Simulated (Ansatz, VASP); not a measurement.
**Al3Ni2 in VASP and in Ansatz**

```
Al Ni
1.0
     3.88305    0.00000    0.00000
    -1.94152    3.36282    0.00000
     0.00000    0.00000    4.71368
Al Ni
3 2
Direct
  0.00000 0.00000 0.00000
  0.33333 0.66667 0.64611
  0.66667 0.33333 0.35389
  0.33333 0.66667 0.14663
  0.66667 0.33333 0.85337
```

Change from the starting cell: equal strain along all axes, cell held, atoms relaxed: -3.0 %.

Alike in both runs: functional PBEsol; k mesh 12 × 12 × 8; occupations gaussian, width 0.1 eV; no spin polarisation.

Ansatz relaxed the structure, and its values are those at the end. VASP's run is a single point on that final structure, the one shown.

```csv
,VASP,Ansatz
version,VASP 6.6.1,Ansatz 0.2.0
potentials or method,"VASP PAW PBE potentials, release 64 (Al, Ni), cutoff 520 eV","scalar-relativistic, plane waves, PAW"
valence electrons in the cell,29,45
```

```csv
,VASP,Ansatz,Ansatz less VASP
gap on the k mesh at the Fermi level (eV),none,none,-
pressure (GPa),16.0,15.9,-0.17
rms of the force components (eV/Å),0.006,0.000,-0.0054
```

VASP's potentials were made for PBE, not for PBEsol. A gap of «none» marks a metal or a gap that the smearing closes. With one functional, cell and mesh, what is left measures potentials, basis and numerics. VASP's potentials hold 29 valence electrons a cell and Ansatz's 45, so a difference there can come from the potentials and not from the codes. Ansatz's warnings: stress scf threshold loose.
